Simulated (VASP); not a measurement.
HfO2: single point with PBE

HfO2:

```
CELL_PARAMETERS angstrom
0.00000 -2.54892 -2.54892
0.00000 2.54892 -2.54892
5.09784 0.00000 0.00000
ATOMIC_POSITIONS crystal
Hf 0.50000 0.50000 0.50000
Hf 0.00000 0.00000 0.00000
O 0.00000 0.50000 0.69810
O 0.50000 0.00000 0.30190
O 0.00000 0.50000 0.19810
O 0.50000 0.00000 0.80190
```

```json
{"Program": "VASP 6.6.1", "Task": "single point", "Functional": "PBE", "Potentials or basis": "VASP PAW PBE potentials, release 64 (Hf_pv, O)", "Cutoff": "600 eV", "k mesh": "6 × 6 × 6", "Occupations": "gaussian, width 0.05 eV", "Spin": "no spin polarisation", "Dipole correction": "no", "Further INCAR settings": "ALGO = Normal; EDIFF = 1e-06; NBANDS = 31"}
```

The pressure is 2.4 GPa and the largest force is 0.090 eV/Å. The band gap on the k mesh is 4.40 eV (least direct gap 4.47 eV).

Forces in eV/Å, atoms in the order of the input:
```
Hf   0.000  0.000  0.000
Hf   0.000  0.000  0.000
O    0.090  0.000  0.000
O   -0.090  0.000  0.000
O    0.090  0.000  0.000
O   -0.090  0.000  0.000
```

Stress tensor (GPa, compression positive):
```
 8.56  0.00  0.00
 0.00 -0.75  0.00
 0.00  0.00 -0.75
```

Levels at points of the mesh, in eV from the valence-band top:
```tsv
k point	band 18	band 19	band 20	band 21	band 22	band 23	band 24	band 25	band 26	band 27
(0.00, 0.00, 0.00)	-1.47	-0.58	-0.32	-0.32	-0.07	4.40	4.50	5.57	5.96	6.53
(0.50, 0.00, 0.00)	-2.37	-1.58	-1.58	-0.12	-0.12	4.81	4.81	5.94	5.94	7.33
(0.50, 0.50, 0.00)	-1.33	-0.71	-0.71	-0.70	-0.70	5.40	5.40	6.02	6.02	6.94
(0.00, 0.00, 0.50)	-2.76	-0.81	-0.81	-0.23	-0.23	5.10	5.10	5.50	5.50	8.47
(0.50, 0.00, 0.50)	-2.07	-1.54	-1.54	-1.12	-1.12	5.03	5.03	5.45	5.45	7.25
(0.50, 0.50, 0.50)	-1.99	-1.67	-1.67	-0.29	-0.29	5.63	5.63	6.17	6.17	7.10
```

Wall time 59 s on 1 thread of Intel(R) Xeon(R) Platinum 8488C (Sapphire Rapids), with other jobs on the host, peak memory 0.23 GiB.

Caveat: spin-orbit coupling is left out, which moves the levels of the heavy elements. A k mesh can miss the band edges.
